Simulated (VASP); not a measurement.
Input of a VASP 6.6.1 run:

File POSCAR:

```
LiH
1.0
    0.0000000000      2.0029948923      2.0029948923
    2.0853179824      0.0000000000      2.0029948923
    2.0853179824      2.0029948923      0.0000000000
Li H
1 1
Direct
    0.0000000000      0.0000000000      0.0000000000
    0.5000000000      0.5000000000      0.5000000000
```

INCAR.step1

```
SYSTEM = LiH
PREC     = Accurate       ! precision mode
ENCUT    = 520            ! plane-wave cutoff, eV
EDIFF    = 1E-5           ! SCF threshold, eV
ISMEAR   = 0              ! smearing method
SIGMA    = 0.01           ! smearing width, eV
LREAL    = .FALSE.        ! projectors in reciprocal space
LASPH    = .TRUE.         ! aspherical terms in the spheres
NELM     = 100            ! most SCF steps
ALGO     = Normal         ! electronic algorithm
ISIF     = 2              ! what is computed and relaxed
LWAVE    = .TRUE.         ! write WAVECAR
NBANDS   = 9              ! bands
GGA      = PE             ! functional
```

Contents of INCAR.step2:

```
SYSTEM = LiH
PREC     = Accurate       ! precision mode
ENCUT    = 520            ! plane-wave cutoff, eV
EDIFF    = 1E-6           ! SCF threshold, eV
ISMEAR   = 0              ! smearing method
SIGMA    = 0.01           ! smearing width, eV
LREAL    = .FALSE.        ! projectors in reciprocal space
LASPH    = .TRUE.         ! aspherical terms in the spheres
NELM     = 100            ! most SCF steps
ALGO     = Normal         ! electronic algorithm
ISIF     = 2              ! what is computed and relaxed
LWAVE    = .FALSE.        ! write WAVECAR
LCHARG   = .TRUE.         ! write CHGCAR
GGA      = PE             ! functional
LHFCALC  = .TRUE.         ! exact exchange
HFSCREEN = 0.2079         ! screening, 1/A
PRECFOCK = Normal       
LELF     = .TRUE.         ! ELF
LVHAR    = .TRUE.       
NBANDS   = 9              ! bands
ISTART   = 1
```

The input KPOINTS:

```
regular mesh
0
G
  8 8 8
  0 0 0
```

Potentials or basis: VASP PAW PBE potentials, release 64 (Li_sv, H).

Command:

```bash
$ cat potpaw_PBE.64/Li_sv/POTCAR potpaw_PBE.64/H/POTCAR > POTCAR
$ cp INCAR.step1 INCAR
$ mpirun -np 1 vasp_std > vasp.out
$ cp INCAR.step2 INCAR
$ mpirun -np 1 vasp_std > vasp.out
```

Question: Predict the band gap on the k mesh.

Answer: 3.53 eV (least direct gap 3.87 eV).

Caveat: the cell differs from its parent crystal (uniaxial x strain +4.1%). A k mesh can miss the band edges.
